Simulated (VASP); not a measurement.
Here is a VASP 6.6.1 calculation.

Contents of POSCAR:

```
Si
1.0
    3.8313174605      0.0000000000      0.0000000000
   -1.9156587303      3.0691668820      0.0000000000
    0.0000000000      0.0000000000      6.3326220002
Si
4
Direct
    0.3333333333      0.6666666667      0.0630095000
    0.6666666667      0.3333333333      0.5630095000
    0.3333333333      0.6666666667      0.4369905000
    0.6666666667      0.3333333333      0.9369905000
```

The input INCAR.step1:

```
SYSTEM = Si
ALGO = Normal ; EDIFF = 1E-4
ENCUT = 520 ; GGA = PE
ISMEAR = 0 ; LASPH = .True.
LCHARG = .False. ; LREAL = .False.
LWAVE = .True. ; NBANDS = 16
NELM = 80 ; PREC = Accurate
SIGMA = 0.05
```

Contents of INCAR.step2:

```
SYSTEM = Si
ALGO = Normal ; EDIFF = 1E-6
ENCUT = 520 ; ISIF = 2
ISMEAR = 0 ; ISTART = 1
LASPH = .True. ; LCHARG = .True.
LELF = .True. ; LMIXTAU = .True.
LREAL = .False. ; LVHAR = .True.
LWAVE = .False. ; METAGGA = R2SCAN
NBANDS = 16 ; NELM = 80
PREC = Accurate ; SIGMA = 0.05
```

File KPOINTS:

```
k-points
0
Gamma
  12 12 6
  0 0 0
```

Potentials or basis: VASP PAW PBE potentials, release 64 (Si).

Run with:

```console
$ cat potpaw_PBE.64/Si/POTCAR > POTCAR
$ cp INCAR.step1 INCAR
$ mpirun -np 1 vasp_std > vasp.out
$ cp INCAR.step2 INCAR
$ mpirun -np 1 vasp_std > vasp.out
```

Task: Estimate the largest force.

Result: 1.199 eV/Å.

Task: Predict the band gap on the k mesh.

Result: Zero (bands 8 and 9 overlap by 0.13 eV).

Task: What does it give for the pressure?

Result: 9.5 GPa.

Stress tensor (GPa, compression positive):
```
 3.99  0.00  0.00
 0.00 22.20  0.00
 0.00  0.00  2.20
```

Caveat: the cell differs from its parent crystal (strain -0.0750 x Voigt [0, 1, 0, 0, 0, 0]); the cell stands under pressure; semilocal functionals underestimate gaps, so a narrow gap can read as zero; the PAW data sets were made with another functional, which shifts forces and pressure a little.
